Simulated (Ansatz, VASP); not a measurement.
# One calculation of CoO, two programs

Contents of INCAR:

```
SYSTEM = CoO
PREC = Accurate
ENCUT = 520
EDIFF = 1E-6
ISMEAR = -1
SIGMA = 0.05
LREAL = .False.
LASPH = .True.
NELM = 150
ALGO = Normal
ISIF = 2
LWAVE = .False.
LCHARG = .True.
ISPIN = 2
MAGMOM = 2 0
LORBIT = 11
LMAXMIX = 4
GGA = PE
LELF = .True.
LVHAR = .True.
NBANDS = 18
```

Contents of KPOINTS:

```
Automatic mesh
0
Gamma
  16 16 16
  0 0 0
```

POSCAR

```
CoO
1.0
    0.0000000000      2.1733047310      2.1733047310
    2.1733047310      0.0000000000      2.1733047310
    2.1733047310      2.1733047310      0.0000000000
Co O
1 1
Direct
    0.0000000000      0.0000000000      0.0000000000
    0.5000000000      0.5000000000      0.5000000000
```

Input for Ansatz:

```yaml
crystal:
  lattice:
    - [0.0, 2.173304731, 2.173304731]
    - [2.173304731, 0.0, 2.173304731]
    - [2.173304731, 2.173304731, 0.0]
  atoms:
    - { symbol: Co, position: [0.0, 0.0, 0.0], spin: 2.0 }
    - { symbol: O, position: [0.5, 0.5, 0.5] }
magnetization:
  spin_polarized: true
kpoints:
  mp_grid: { grid: [16, 16, 16] }
  band_path:
    path:
      - [0.0, 0.0, 0.0]
      - [0.5, 0.0, 0.5]
      - [0.625, 0.25, 0.625]
      - [0.375, 0.375, 0.75]
      - [0.0, 0.0, 0.0]
      - [0.5, 0.5, 0.5]
      - [0.5, 0.25, 0.75]
      - [0.5, 0.0, 0.5]
    npoints: 5
scf:
  occupations: { method: fermi_dirac, width: 0.05 }
hamiltonian:
  xc: pbe
  pseudopotentials: { kind: all_electron, lapw: { basis_error: 0.0005 } }
output:
  forces: true
  stress: true
  eigenvalues: true
```

Change from the starting cell: volume scaled by 1.06.

Alike in both runs: task single point; functional PBE; k mesh 16 × 16 × 16; occupations fermi-dirac, width 0.05 eV; collinear spin.

```csv
,VASP,Ansatz
version,VASP 6.6.1,Ansatz 0.2.0
potentials or method,"VASP PAW PBE potentials, release 64 (Co, O), cutoff 520 eV","all-electron LAPW, scalar-relativistic"
```

|  | VASP | Ansatz | Ansatz less VASP |
| --- | --- | --- | --- |
| pressure (GPa) | -10.9 | -9.0 | +1.85 |
| net moment per atom (μB) | 1.49 | 1.49 | 0.000 |
| size of the moment on the site where the two differ most (μB) | 2.62 | 2.64 | +0.025 |

Site moments also hang on the region over which each program counts them. Ansatz ran all-electron here, and VASP with PAW potentials.
